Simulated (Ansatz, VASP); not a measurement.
# One calculation of InSe, two programs

```xyz
8
Lattice="4.0318 0.0000 0.0000 -2.0159 3.4916 0.0000 0.0000 0.0000 16.7624" Properties=species:S:1:pos:R:3 pbc="T T T"
In    0.0000    2.3277    2.7936
In    2.0159    1.1639   11.1748
In    0.0000    2.3277    5.5876
In    2.0159    1.1639   13.9688
Se    0.0000    2.3277    9.8876
Se    2.0159    1.1639    1.5065
Se    0.0000    2.3277   15.2559
Se    2.0159    1.1639    6.8747
```

Alike in both runs: functional PBE; dispersion D3(BJ); k mesh 12 × 12 × 2; occupations gaussian, width 0.02 eV; no spin polarisation.

Ansatz relaxed the structure, and its values are those at the end. VASP's run is a single point on that final structure, the one shown.

|  | VASP | Ansatz |
| --- | --- | --- |
| version | VASP 6.6.1 | Ansatz 0.2.0 |
| potentials or method | VASP PAW PBE potentials, release 64 (In_d, Se), cutoff 520 eV | scalar-relativistic, plane waves, PAW |
| valence electrons in the cell | 76 | 116 |

|  | VASP | Ansatz | Ansatz less VASP |
| --- | --- | --- | --- |
| gap on the k mesh at the Fermi level (eV) | 0.36 | 0.37 | +0.013 |
| least direct gap on the mesh (eV) | 0.36 | 0.37 | +0.013 |
| pressure (GPa) | 0.0 | 0.0 | -0.04 |
| rms of the force components (eV/Å) | 0.008 | 0.001 | -0.0073 |

VASP's potentials hold 76 valence electrons a cell and Ansatz's 116, so a difference there can come from the potentials and not from the codes.
